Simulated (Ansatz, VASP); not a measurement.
## Ta in VASP and in Ansatz

```
CELL_PARAMETERS angstrom
-1.65336 1.65336 1.65336
1.65336 -1.65336 1.65336
1.65336 1.65336 -1.65336
ATOMIC_POSITIONS crystal
Ta 0.00000 0.00000 0.00000
```

Alike in both runs: task single point; functional r2SCAN; k mesh 22 × 22 × 22; occupations fermi-dirac, width 0.1 eV; no spin polarisation.

|  | VASP | Ansatz |
| --- | --- | --- |
| version | VASP 6.6.1 | Ansatz 0.2.0 |
| potentials or method | VASP PAW PBE potentials, release 64 (Ta_pv), cutoff 520 eV | plane waves (500 eV) with PAW, scalar-relativistic |
| valence electrons in the cell | 11 | 13 |

Ansatz gave:

```
pressure (GPa) : -0.1
```

Problem. Which values does VASP return?

Solution. Pressure (GPa): 0.6.

VASP's potentials were made for PBE, not for r2SCAN. The functional is the same, so the differences come from potentials, cutoffs and numerics. VASP's potentials hold 11 valence electrons a cell and Ansatz's 13, so a difference there can come from the potentials and not from the codes.

Spin-orbit coupling is off throughout.
